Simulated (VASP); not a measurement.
A run of VASP 6.6.1 is set up as follows.

File INCAR:

```
  PREC = Accurate
  ENCUT = 520
  EDIFF = 1E-6
  ISMEAR = -1
  SIGMA = 0.03
  LREAL = False
  LASPH = True
  NELM = 80
  ALGO = Normal
  ISIF = 2
  LWAVE = False
  LCHARG = False
  GGA = PE
  NBANDS = 10
```

The input KPOINTS:

```
regular mesh
0
Gamma
  14 14 14
```

File POSCAR:

```
Os
1.0
    0.0000000000      1.9450000000      1.9450000000
    1.9450000000      0.0000000000      1.9450000000
    1.9450000000      1.9450000000      0.0000000000
Os
1
Direct
    0.0000000000      0.0000000000      0.0000000000
```

Potentials or basis: VASP PAW PBE potentials, release 64 (Os).

Launch:

```console
$ cat potpaw_PBE.64/Os/POTCAR > POTCAR
$ mpirun -np 1 vasp_std > vasp.out
```

**Question.** Estimate the pressure.

**Answer.** -9.7 GPa.

**Question.** Estimate the band gap on the k mesh.

**Answer.** Zero (bands 4 and 5 overlap by 3.50 eV).

Caveat: the cell stands under tension; spin-orbit coupling is left out, which moves the levels of the heavy elements.
